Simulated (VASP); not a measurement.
# WS2 in VASP: a series of runs

WS2 is run at these levels: PBEsol+D3(BJ); tasks: single point.

All numbers are computed with VASP 6.6.1; they aren't measurements. Logs are shortened: lines on timing, memory, paths and dates and some standing lists are left out, and cuts for length are marked.

## 1. The cell of the first run

The cell holds a slab with vacuum, 3 atoms: a = 3.046 Å, b = 3.046 Å, c = 16.513 Å, α = 90.00°, β = 90.00°, γ = 120.00°.

## 2. Single point, PBEsol+D3(BJ)

File INCAR:

```
SYSTEM = WS2
PREC = Accurate ; ENCUT = 520
EDIFF = 1E-6 ; ISMEAR = 0
SIGMA = 0.05 ; LREAL = .False.
LASPH = .True. ; NELM = 60
ALGO = Normal ; ISIF = 2
LWAVE = .False. ; LCHARG = .False.
GGA = PS ; IVDW = 12
NBANDS = 20
```

File KPOINTS:

```
Automatic mesh
0
Gamma
  12 12 2
  0 0 0
```

File POSCAR:

```
WS2
1.0
    3.0456091893      0.0000000000      0.0000000000
   -1.5228045946      2.6375749279      0.0000000000
    0.0000000000      0.0000000000     16.5128702692
W S
1 2
Direct
    0.3333333333      0.6666666667      0.0000000000
    0.6666666667      0.3333333333      0.9071447969
    0.6666666667      0.3333333333      0.0928552031
```

Potentials or basis: VASP PAW PBE potentials, release 64 (W_sv, S).

Started as:

```bash
$ cat potpaw_PBE.64/W_sv/POTCAR potpaw_PBE.64/S/POTCAR > POTCAR
$ mpirun -np 1 vasp_std > vasp.out
```

OUTCAR:

```text
SYSTEM = WS2
   PREC = Accurate
   ENCUT = 520
   EDIFF = 1E-6
   ISMEAR = 0
   LREAL = .False.
   LASPH = .True.
   NELM = 60
   ISIF = 2
   GGA = PS
   IVDW = 12
 IVDW          = 12

 ion  position               nearest neighbor table
   1  0.333  0.667  0.000-   2 2.33   3 2.33   2 2.33   3 2.33   2 2.33   3 2.33
   2  0.667  0.333  0.907-   1 2.33   1 2.33   1 2.33
   3  0.667  0.333  0.093-   1 2.33   1 2.33   1 2.33

  LATTYP: Found a hexagonal cell.
 ALAT       =     3.0456091893
 C/A-ratio  =     5.4218611919

  Lattice vectors:

 A1 = (   3.0456091893,   0.0000000000,   0.0000000000)
 A2 = (  -1.5228045946,   2.6375749279,   0.0000000000)
 A3 = (   0.0000000000,   0.0000000000,  16.5128702692)

Analysis of symmetry for initial positions (statically):
=====================================================================
 Subroutine PRICEL returns:
 Original cell was already a primitive cell.

 Routine SETGRP: Setting up the symmetry group for a
 hexagonal supercell.

 Subroutine GETGRP returns: Found 12 space group operations
 (whereof 12 operations were pure point group operations)
 out of a pool of 24 trial point group operations.

The static configuration has the point symmetry D_3h.

Analysis of symmetry for dynamics (positions and initial velocities):
=====================================================================
 Subroutine PRICEL returns:
 Original cell was already a primitive cell.

 Routine SETGRP: Setting up the symmetry group for a
 hexagonal supercell.

 Subroutine GETGRP returns: Found 12 space group operations
 (whereof 12 operations were pure point group operations)
 out of a pool of 24 trial point group operations.

The dynamic configuration has the point symmetry D_3h.

 Subroutine INISYM returns: Found 12 space group operations
 (whereof 12 operations are pure point group operations),
 and found     1 'primitive' translations

----------------------------------------------------------------------------------------

                                     Primitive cell

  volume of cell :     132.6483

  direct lattice vectors                    reciprocal lattice vectors
     3.045609189  0.000000000  0.000000000     0.328341536  0.189568074  0.000000000
    -1.522804595  2.637574928  0.000000000     0.000000000  0.379136149  0.000000000
     0.000000000  0.000000000 16.512870269     0.000000000  0.000000000  0.060558824

  length of vectors
     3.045609189  3.045609189 16.512870269     0.379136149  0.379136149  0.060558824

  position of ions in fractional coordinates (direct lattice)
     0.333333333  0.666666667  0.000000000
     0.666666667  0.333333333  0.907144797
     0.666666667  0.333333333  0.092855203

  ion indices of the primitive-cell ions
   primitive index   ion index
                 1           1
                 2           2
                 3           3

----------------------------------------------------------------------------------------

 KPOINTS: Automatic mesh

Automatic generation of k-mesh.
 Grid dimensions read from file:
 generate k-points for:   12   12    2

 Generating k-lattice:

  Cartesian coordinates                     Fractional coordinates (reciprocal lattice)
     0.027361795  0.015797340  0.000000000     0.083333333  0.000000000  0.000000000
     0.000000000  0.031594679  0.000000000     0.000000000  0.083333333  0.000000000
     0.000000000  0.000000000  0.030279412     0.000000000  0.000000000  0.500000000

  Length of vectors
     0.031594679  0.031594679  0.030279412

  Shift w.r.t. Gamma in fractional coordinates (k-lattice)
     0.000000000  0.000000000  0.000000000

 Subroutine IBZKPT returns following result:
 ===========================================

 Found     38 irreducible k-points:

 Following reciprocal coordinates:
            Coordinates               Weight
  0.000000  0.000000  0.000000      1.000000
  0.083333 -0.000000  0.000000      6.000000
  0.166667 -0.000000  0.000000      6.000000
  0.250000  0.000000  0.000000      6.000000
  0.333333 -0.000000  0.000000      6.000000
  0.416667  0.000000  0.000000      6.000000
[... 16 lines left out ...]
  0.250000  0.000000  0.500000      6.000000
  0.333333 -0.000000  0.500000      6.000000
 [... further k-points ...]
   k-points           NKPTS =     38   k-points in BZ     NKDIM =     38   number of bands    NBANDS=     20
   number of dos      NEDOS =    301   number of ions     NIONS =      3
   total plane-waves  NPLWV =  72576
   dimension x,y,z NGX =    24 NGY =   24 NGZ =  126
   dimension x,y,z NGXF=    48 NGYF=   48 NGZF=  252
   ions per type =               1   2
   NGX,Y,Z   is equivalent  to a cutoff of  13.10, 13.10, 12.69 a.u.
   NGXF,Y,Z  is equivalent  to a cutoff of  26.20, 26.20, 25.37 a.u.
 SYSTEM =  WS2
   PREC   = accura    normal or accurate (medium, high low for compatibility)
   ISTART =      0    job   : 0-new  1-cont  2-samecut
   ICHARG =      2    charge: 1-file 2-atom 10-const
   ISPIN  =      1    spin polarized calculation?
   LNONCOLLINEAR =      F non collinear calculations
   LSORBIT =      F    spin-orbit coupling
   LASPH  =      T    aspherical Exc in radial PAW
   ENCUT  =  520.0 eV  38.22 Ry    6.18 a.u.   5.66  5.66 30.70*2*pi/ulx,y,z
   NELM   =     60;   NELMIN=  2; NELMDL= -5     # of ELM steps
   EDIFF  = 0.1E-05   stopping-criterion for ELM
   LREAL  =      F    real-space projection
   EDIFFG = 0.1E-04   stopping-criterion for IOM
   NSW    =      0    number of steps for IOM
   IBRION =     -1    ionic relax: 0-MD 1-quasi-New 2-CG
   NFREE  =      0    steps in history (QN), initial steepest desc. (CG)
   ISIF   =      2    stress and relaxation
   ISYM   =      2    0-nonsym 1-usesym 2-fastsym
   POTIM  = 0.5000    time-step for ionic-motion
   TEBEG  =    0.0;   TEEND  =   0.0 temperature during run
   PSTRESS=    0.0 pullay stress
   NELECT =      26.0000    total number of electrons
   NUPDOWN=      -1.0000    fix difference up-down
   EMIN   =  10.00;   EMAX   =-10.00  energy-range for DOS
   EFERMI =   0.00;   METHOD = LEGACY
   ISMEAR =     0;   SIGMA  =   0.05  broadening in eV -4-tet -1-fermi 0-gaus
   EFERMI_NEDOS =   21; number of points for ismear=-14 and -15
   IALGO  =     38    algorithm
   IMIX   =      4    mixing-type and parameters
     AMIX     =   0.40;   BMIX     =  1.00
     AMIX_MAG =   1.60;   BMIX_MAG =  1.00
  volume/ion in A,a.u.               =      44.22       298.38
  Fermi-wavevector in a.u.,A,eV,Ry     =   0.950967  1.797067 12.304268  0.904338
  Thomas-Fermi vector in A             =   2.079393
   LORBIT       =      0    0 simple, 1 ext, 2 COOP (PROOUT), +10 PAW based schemes
   GGA     = PS    functional components
   LHFCALC =     F    Hartree Fock is set to
   AEXX    =    0.0000 exact exchange contribution
   IVDW    =    12    specifies the selected vdW correction
   LEPSILON=     F    determine dielectric tensor
   LRPA    =     F    only Hartree local field effects (RPA)
 non-spin polarized calculation
 Gauss-broadening in eV      SIGMA  =   0.05
  energy-cutoff  :      520.00
  volume of cell :      132.65
 maximum number of plane-waves:      3602
 NGX is ok and might be reduce to    24
   NGX = 11   NGY = 11   NGZ = 61

 number of electron      26.0000002 magnetization

 Free energy of the ion-electron system (eV)
  ---------------------------------------------------
  ext. energy  EPLUGINS =         0.00000000
  ---------------------------------------------------
  free energy    TOTEN  =       -25.02093156 eV

  energy without entropy =      -25.02093156  energy(sigma->0) =      -25.02093156

 E-fermi :  -0.3166     XC(G=0):  -4.8251

 val. band max:       -0.7383285005   @ k =   0.3333   0.3333   0.5000
 cond. band min:       1.3862259004   @ k =   0.1667   0.1667   0.0000
 fundamental gap:      2.1245544010
 Fermi energy:        -0.3165784463

 k-point     1 :       0.0000    0.0000    0.0000
  band No.  band energies     occupation
      1     -74.3959      2.00000
      2     -38.8092      2.00000
      3     -38.4885      2.00000
      4     -38.4885      2.00000
      5     -16.1906      2.00000
      6     -14.2367      2.00000
[... 12 lines left out ...]
     19       4.7817      0.00000
     20       5.3016      0.00000

 k-point     2 :       0.0833   -0.0000    0.0000
  band No.  band energies     occupation
      1     -74.3937      2.00000
      2     -38.8020      2.00000
      3     -38.5268      2.00000
      4     -38.4972      2.00000
      5     -16.0499      2.00000
      6     -14.1898      2.00000
[... 12 lines left out ...]
     19       4.9331      0.00000
     20       5.8422      0.00000

 k-point     3 :       0.1667   -0.0000    0.0000
  band No.  band energies     occupation
      1     -74.3878      2.00000
      2     -38.7824      2.00000
      3     -38.6302      2.00000
      4     -38.5208      2.00000
      5     -15.6492      2.00000
      6     -14.0566      2.00000
[... 12 lines left out ...]
     19       5.3701      0.00000
     20       6.5021      0.00000

 k-point     4 :       0.2500    0.0000    0.0000
  band No.  band energies     occupation
      1     -74.3796      2.00000
      2     -38.7686      2.00000
      3     -38.7554      2.00000
      4     -38.5528      2.00000
      5     -15.0517      2.00000
      6     -13.8605      2.00000
[... 12 lines left out ...]
     19       6.0130      0.00000
     20       6.9623      0.00000

 k-point     5 :       0.3333   -0.0000    0.0000
  band No.  band energies     occupation
      1     -74.3715      2.00000
      2     -38.9040      2.00000
      3     -38.7283      2.00000
      4     -38.5846      2.00000
      5     -14.3671      2.00000
      6     -13.6441      2.00000
[... 12 lines left out ...]
     19       6.5668      0.00000
     20       6.9867      0.00000
[... 353 lines left out ...]
      6     -14.1898      2.00000
[... 12 lines left out ...]
     19       4.9109      0.00000
     20       5.9546      0.00000

 k-point    22 :       0.1667   -0.0000    0.5000
  band No.  band energies     occupation
      1     -74.3878      2.00000
      2     -38.7824      2.00000
      3     -38.6302      2.00000
      4     -38.5208      2.00000
      5     -15.6492      2.00000
      6     -14.0566      2.00000
[... 12 lines left out ...]
     19       5.3675      0.00000
     20       6.6009      0.00000

 k-point    23 :       0.2500    0.0000    0.5000
  band No.  band energies     occupation
      1     -74.3796      2.00000
      2     -38.7686      2.00000
      3     -38.7554      2.00000
      4     -38.5528      2.00000
      5     -15.0517      2.00000
      6     -13.8605      2.00000
[... 12 lines left out ...]
     19       5.9487      0.00000
     20       7.1652      0.00000

 k-point    24 :       0.3333   -0.0000    0.5000
  band No.  band energies     occupation
      1     -74.3715      2.00000
      2     -38.9040      2.00000
      3     -38.7283      2.00000
      4     -38.5846      2.00000
      5     -14.3671      2.00000
      6     -13.6441      2.00000
[... 12 lines left out ...]
     19       6.5067      0.00000
     20       7.1134      0.00000

 [... further k-points ...]

------------------------ aborting loop because EDIFF is reached ----------------------------------------

 Edisp (eV)   -0.80422

 E8    (eV) :    -0.5403

  FORCE on cell =-STRESS in cart. coord.  units (eV):
  Direction    XX          YY          ZZ          XY          YZ          ZX
  --------------------------------------------------------------------------------------
  -------------------------------------------------------------------------------------
  Total       4.64618     4.64618     4.91855     0.00000     0.00000     0.00000
  in kB      56.11837    56.11837    59.40819     0.00000     0.00000     0.00000
  external pressure =       57.21 kB  Pullay stress =        0.00 kB

 VOLUME and BASIS-vectors are now :
 -----------------------------------------------------------------------------
  energy-cutoff  :      520.00
  volume of cell :      132.65
      direct lattice vectors                 reciprocal lattice vectors
     3.045609189  0.000000000  0.000000000     0.328341536  0.189568074  0.000000000
    -1.522804595  2.637574928  0.000000000     0.000000000  0.379136149  0.000000000
     0.000000000  0.000000000 16.512870269     0.000000000  0.000000000  0.060558824

 POSITION                                       TOTAL-FORCE (eV/Angst)
 -----------------------------------------------------------------------------------
     -0.00000      1.75838      0.00000         0.000000     -0.000000     -0.000000
      1.52280      0.87919     14.97956        -0.000000      0.000000     -1.619238
      1.52280      0.87919      1.53331        -0.000000      0.000000      1.619238
 -----------------------------------------------------------------------------------
    total drift:                               -0.000000      0.000000     -0.000000

  FREE ENERGIE OF THE ION-ELECTRON SYSTEM (eV)
  ---------------------------------------------------
  free  energy   TOTEN  =       -25.8251555074 eV

  energy  without entropy=      -25.8251555074  energy(sigma->0) =      -25.82515551
```

Wall time 2.1 min (1 thread of Intel Xeon 6975P-C, shared host); peak memory 0.3 GiB.

What came out:

| Item | Value |
| --- | --- |
| Free energy | -25.8252 eV |
| Largest force | 1.619 eV/Å |
| Band gap on the k mesh | 2.12 eV, indirect (least direct gap 2.25 eV) |
| Dispersion energy per atom | -0.268 eV |

Forces in eV/Å, atoms in the order of the input:
```
W    0.000  0.000  0.000
S    0.000  0.000 -1.619
S    0.000  0.000  1.619
```

Levels at points of the mesh, in eV from the valence-band top:
```csv
k point,band 9,band 10,band 11,band 12,band 13,band 14,band 15,band 16,band 17,band 18
"(0.00, 0.00, 0.00)",-3.03,-2.36,-1.56,-1.56,-0.27,3.32,3.32,3.60,3.60,5.22
"(0.50, 0.00, 0.00)",-4.86,-3.65,-2.30,-1.06,-1.00,3.48,3.80,4.31,5.40,5.60
"(0.00, 0.00, 0.50)",-3.03,-2.36,-1.56,-1.56,-0.27,3.32,3.32,3.60,3.60,5.27
"(0.50, 0.00, 0.50)",-4.86,-3.65,-2.30,-1.06,-1.00,3.48,3.80,4.31,5.40,5.60
```

Caveat: the PAW data sets were made with another functional, which shifts forces and pressure a little; spin-orbit coupling is left out, which moves the levels of the heavy elements.

## 3. Single point, PBEsol+D3(BJ)

This run uses another cell than the first one, of 45.35 Å³/atom, 1.026 times its volume.

File INCAR:

```
ALGO = Normal
EDIFF = 1E-6
ENCUT = 520
GGA = PS
ISIF = 2
ISMEAR = 0
IVDW = 12
LASPH = T
LCHARG = T
LELF = T
LREAL = F
LVHAR = T
LWAVE = F
NBANDS = 20
NELM = 80
PREC = Accurate
SIGMA = 0.05
```

File KPOINTS:

```
k-points
0
Gamma
  12 12 2
```

File POSCAR:

```
WS2
1.0
    3.0715359137      0.0000000000      0.0000000000
   -1.5357679568      2.6600281299      0.0000000000
    0.0000000000      0.0000000000     16.6534413700
W S
1 2
Direct
    0.3333333333      0.6666666667      0.0000000000
    0.6666666667      0.3333333333      0.9071447969
    0.6666666667      0.3333333333      0.0928552031
```

Potentials or basis: VASP PAW PBE potentials, release 64 (W_sv, S).

Started as:

```bash
$ cat potpaw_PBE.64/W_sv/POTCAR potpaw_PBE.64/S/POTCAR > POTCAR
$ mpirun -np 1 vasp_std > vasp.out
```

Wall time 2.5 min (1 thread of Intel Xeon 6975P-C, shared host); peak memory 0.31 GiB.

The run converged. Its results:

* Free energy: -25.9248 eV
* Largest force: 1.045 eV/Å
* Band gap on the k mesh: 2.08 eV, indirect (least direct gap 2.18 eV)
* Dispersion energy per atom: -0.263 eV

Forces in eV/Å, atoms in the order of the input:
```
W    0.000  0.000  0.000
S    0.000  0.000 -1.045
S    0.000  0.000  1.045
```

Levels at points of the mesh, in eV from the valence-band top:
```tsv
k point	band 11	band 12	band 13	band 14	band 15	band 16
(0.00, 0.00, 0.00)	-1.55	-1.55	-0.25	3.23	3.23	3.46
(0.50, 0.00, 0.00)	-2.29	-1.09	-1.00	3.35	3.70	4.24
(0.00, 0.00, 0.50)	-1.55	-1.55	-0.25	3.23	3.23	3.46
(0.50, 0.00, 0.50)	-2.29	-1.09	-1.00	3.35	3.70	4.24
```

Caveat: the PAW data sets were made with another functional, which shifts forces and pressure a little; spin-orbit coupling is left out, which moves the levels of the heavy elements.

## 4. Single point, PBEsol+D3(BJ)

This run uses another cell than the first one, of 46.53 Å³/atom, 1.052 times its volume.

File INCAR:

```
SYSTEM = WS2
PREC = Accurate ; ENCUT = 520
EDIFF = 1E-7 ; ISMEAR = 0
SIGMA = 0.05 ; LREAL = .False.
LASPH = .True. ; NELM = 100
ALGO = Normal ; ISIF = 2
LWAVE = .False. ; LCHARG = .True.
GGA = PS ; IVDW = 12
LELF = .True. ; LVHAR = .True.
NBANDS = 20
```

File KPOINTS:

```
Automatic mesh
0
Gamma
  12 12 2
  0 0 0
```

File POSCAR:

```
WS2
1.0
    3.0977750082      0.0000000000      0.0000000000
   -1.5488875041      2.6827518523      0.0000000000
    0.0000000000      0.0000000000     16.7957060984
W S
1 2
Direct
    0.3333333333      0.6666666667      0.0000000000
    0.6666666667      0.3333333333      0.9071447969
    0.6666666667      0.3333333333      0.0928552031
```

Started as:

```bash
$ cat potpaw_PBE.64/W_sv/POTCAR potpaw_PBE.64/S/POTCAR > POTCAR
$ mpirun -np 1 vasp_std > vasp.out
```

Wall time 2.5 min (1 thread of Intel Xeon 6975P-C, shared host); peak memory 0.31 GiB.

Results (log left out):

- Free energy: -25.9834 eV
- Largest force: 0.509 eV/Å
- Band gap on the k mesh: 2.03 eV, indirect (least direct gap 2.11 eV)
- Dispersion energy per atom: -0.258 eV

Forces in eV/Å, atoms in the order of the input:
```
W    0.000  0.000  0.000
S    0.000  0.000 -0.509
S    0.000  0.000  0.509
```

Levels at points of the mesh, in eV from the valence-band top:
```tsv
k point	band 11	band 12	band 13	band 14	band 15	band 16
(0.00, 0.00, 0.00)	-1.53	-1.53	-0.24	3.14	3.14	3.33
(0.50, 0.00, 0.00)	-2.27	-1.11	-1.00	3.23	3.59	4.17
(0.00, 0.00, 0.50)	-1.53	-1.53	-0.24	3.14	3.14	3.33
(0.50, 0.00, 0.50)	-2.27	-1.11	-1.00	3.23	3.59	4.17
```

Caveat: the PAW data sets were made with another functional, which shifts forces and pressure a little; spin-orbit coupling is left out, which moves the levels of the heavy elements.

## 5. The runs side by side

```tsv
cell	gap on the mesh (eV)	largest force (eV/Å)
a = 3.046, b = 3.046, c = 16.513 Å, angles 90.0, 90.0, 120.0°, 3 atoms	2.12	1.62
a = 3.072, b = 3.072, c = 16.653 Å, angles 90.0, 90.0, 120.0°, 3 atoms	2.08	1.05
a = 3.098, b = 3.098, c = 16.796 Å, angles 90.0, 90.0, 120.0°, 3 atoms	2.03	0.51
```

Alike in all rows: task single point; level PBEsol+D3(BJ); potentials or basis VASP PAW PBE potentials, release 64 (W_sv, S); no spin polarisation; k mesh 12 × 12 × 2; cutoff (eV) 520; smearing gaussian 0.05 eV.

Caveats: the PAW data sets were made with another functional, which shifts forces and pressure a little; spin-orbit coupling is left out, which moves the levels of the heavy elements.

Total energies depend on the potentials used, so only differences within one code and one set of settings carry meaning.
